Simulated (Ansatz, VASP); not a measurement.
**Two plane-wave programs on Si**

INCAR

```
SYSTEM = Si
  PREC = Accurate
  ENCUT = 600
  EDIFF = 1E-6
  ISMEAR = -1
  SIGMA = 0.1
  LREAL = .FALSE.
  LASPH = .TRUE.
  NELM = 100
  ALGO = Normal
  ISIF = 3
  LWAVE = .FALSE.
  LCHARG = .FALSE.
  GGA = PS
  IBRION = 2
  NSW = 60
  EDIFFG = -0.005
```

File KPOINTS:

```
regular mesh
0
G
  19 19 19
  0 0 0
```

Contents of POSCAR:

```
Si
1.0
   -1.5874010520      1.5874010520      1.5874010520
    1.5874010520     -1.5874010520      1.5874010520
    1.5874010520      1.5874010520     -1.5874010520
Si
1
Direct
    0.0000000000      0.0000000000      0.0000000000
```

Input for Ansatz:

```yaml
crystal:
  lattice:
    - [-1.587401052, 1.587401052, 1.587401052]
    - [1.587401052, -1.587401052, 1.587401052]
    - [1.587401052, 1.587401052, -1.587401052]
  atoms:
    - { symbol: Si, position: [0.0, 0.0, 0.0] }
kpoints:
  mp_grid: { grid: [19, 19, 19] }
scf:
  occupations: { method: fermi_dirac, width: 0.1 }
hamiltonian:
  xc: pbesol
  pseudopotentials: { kind: paw }
output:
  forces: true
  stress: true
relax:
  f_tol: 0.005
  max_steps: 40
  cell: {}
```

Alike in both runs: task relaxation of cell and atoms; functional PBEsol; k mesh 19 × 19 × 19; occupations fermi-dirac, width 0.1 eV; no spin polarisation.

|  | VASP | Ansatz |
| --- | --- | --- |
| version | VASP 6.6.1 | Ansatz 0.2.0 |
| potentials or method | VASP PAW PBE potentials, release 64 (Si) | PAW with Ansatz's default frozen-core files, scalar-relativistic |
| plane-wave cutoff (eV) | 600 | 420 |
| valence electrons in the cell | 4 | 4 |

|  | VASP | Ansatz | Ansatz less VASP |
| --- | --- | --- | --- |
| relaxed volume (Å³/atom) | 14.29 | 14.28 | -0.016 |
| relaxed cell length with the largest relative difference (Å) | 2.648 | 2.647 | -0.0010 |

VASP's potentials were made for PBE, not for PBEsol.
